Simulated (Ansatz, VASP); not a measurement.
# Two plane-wave programs on Ge

INCAR

```
PREC     = Accurate       # precision mode
ENCUT    = 520            # plane-wave cutoff, eV
EDIFF    = 1E-7           # SCF threshold, eV
ISMEAR   = 0              # smearing method
SIGMA    = 0.15           # smearing width, eV
LREAL    = False          # projectors in reciprocal space
LASPH    = True           # aspherical terms in the spheres
NELM     = 100            # most SCF steps
ALGO     = Normal         # electronic algorithm
ISIF     = 2              # what is computed and relaxed
LWAVE    = False          # write WAVECAR
LCHARG   = True           # write CHGCAR
GGA      = PS             # functional
LELF     = True           # ELF
LVHAR    = True         
NBANDS   = 21             # bands
```

The input KPOINTS:

```
regular mesh
0
Gamma
  18 18 18
```

POSCAR

```
Ge
1.0
    0.0000000000      2.8520701299      2.8378807263
    2.8378807263      0.0000000000      2.8378807263
    2.8378807263      2.8520701299      0.0000000000
Ge
2
Direct
    0.5000000000      0.5000000000      0.5000000000
    0.7500000000      0.7500000000      0.7500000000
```

Input for Ansatz:

```yaml
crystal:
  lattice:
    - [0.0, 2.8520701299, 2.8378807263]
    - [2.8378807263, 0.0, 2.8378807263]
    - [2.8378807263, 2.8520701299, 0.0]
  atoms:
    - { symbol: Ge, position: [0.5, 0.5, 0.5] }
    - { symbol: Ge, position: [0.75, 0.75, 0.75] }
basis:
  ecutwfc: 420
kpoints:
  mp_grid: { grid: [18, 18, 18] }
hamiltonian:
  xc: pbesol
scf:
  occupations: { method: gaussian, width: 0.15 }
output:
  forces: true
  stress: true
  eigenvalues: true
```

Change from the starting cell: strain +0.0050 x Voigt [0, 1, 0, 0, 0, 0], atoms carried along.

Alike in both runs: task single point; functional PBEsol; k mesh 18 × 18 × 18; occupations gaussian, width 0.15 eV; no spin polarisation.

```csv
,VASP,Ansatz
version,VASP 6.6.1,Ansatz 0.2.0
potentials or method,"VASP PAW PBE potentials, release 64 (Ge_d), cutoff 520 eV","scalar-relativistic, plane waves, PAW"
valence electrons in the cell,28,28
```

```csv
,VASP,Ansatz,Ansatz less VASP
gap on the k mesh at the Fermi level (eV),none,none,-
pressure (GPa),-0.4,-0.3,+0.09
"traceless stress, the component that is largest in VASP (GPa)",-0.24,-0.24,-0.001
```

VASP's potentials were made for PBE, not for PBEsol. A gap of «none» marks a metal or a gap that the smearing closes.
